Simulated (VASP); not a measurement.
Wanted: the native input for a VASP 6.6.1 run.

```yaml
Task: single point
Functional: PBE
Potentials_or_basis: VASP PAW PBE potentials, release 64 (N, Ga_d, H)
Cutoff: 520 eV
k_mesh: 8 × 8 × 1
Occupations: gaussian, width 0.05 eV
Spin: collinear spin
Starting_moments: "[0.0, 0.0, 0.0, 0.0, 0.0, 0.0, 1.0] μB"
Dipole_correction: yes
Further_INCAR_settings: ALGO = Normal; EDIFF = 1e-06; NBANDS = 40; NELMDL = -8
```

The structure of Ga3HN3 lies in POSCAR:

```
Ga3HN3
1.0
    3.2165072845      0.0000000000      0.0000000000
    0.0000000000      3.2165072845      0.0000000000
    0.0000000000      0.0000000000     21.2198073008
N Ga H
3 3 1
Direct
    0.0000000000      0.5000000000      0.1885031256
    0.5000000000      0.0000000000      0.2956866679
    0.0000000000      0.5000000000      0.4029970648
    0.5000000000      0.5000000000      0.2420948967
    0.0000000000      0.0000000000      0.3470972837
    0.5000000000      0.5000000000      0.4580535140
    1.0000000000      0.6250000000      0.4489263806
```

The input as run:

INCAR

```
  ALGO = Normal
  DIPOL = 0.5 0.5 0.340
  EDIFF = 1E-6
  ENCUT = 520
  GGA = PE
  GGA_COMPAT = False
  IDIPOL = 3
  ISIF = 2
  ISMEAR = 0
  ISPIN = 2
  LASPH = True
  LCHARG = False
  LDIPOL = True
  LORBIT = 11
  LREAL = False
  LWAVE = False
  MAGMOM = 0 0 0 0 0 0 1
  NBANDS = 40
  NELM = 200
  NELMDL = -8
  PREC = Accurate
  SIGMA = 0.05
```

KPOINTS

```
k-points
0
Gamma
  8 8 1
```

Potentials or basis: VASP PAW PBE potentials, release 64 (N, Ga_d, H).

Command:

```console
$ cat potpaw_PBE.64/N/POTCAR potpaw_PBE.64/Ga_d/POTCAR potpaw_PBE.64/H/POTCAR > POTCAR
$ mpirun -np 1 vasp_std > vasp.out
```

It gave:

* Largest force: 3.078 eV/Å
* Net moment: 0.02 μB per cell
* Site moments: N +0.04, -0.01, -0.00; Ga -0.01, +0.00, -0.00; H +0.00 μB
* Valence electrons inside the program's atomic spheres: N 3.46, 3.72, 3.85; Ga 11.81, 11.79, 11.75; H 0.74

Run time: 22 min on 1 thread of Intel(R) Xeon(R) 6975P-C (Granite Rapids), with other jobs on the host, peak memory 0.56 GiB.
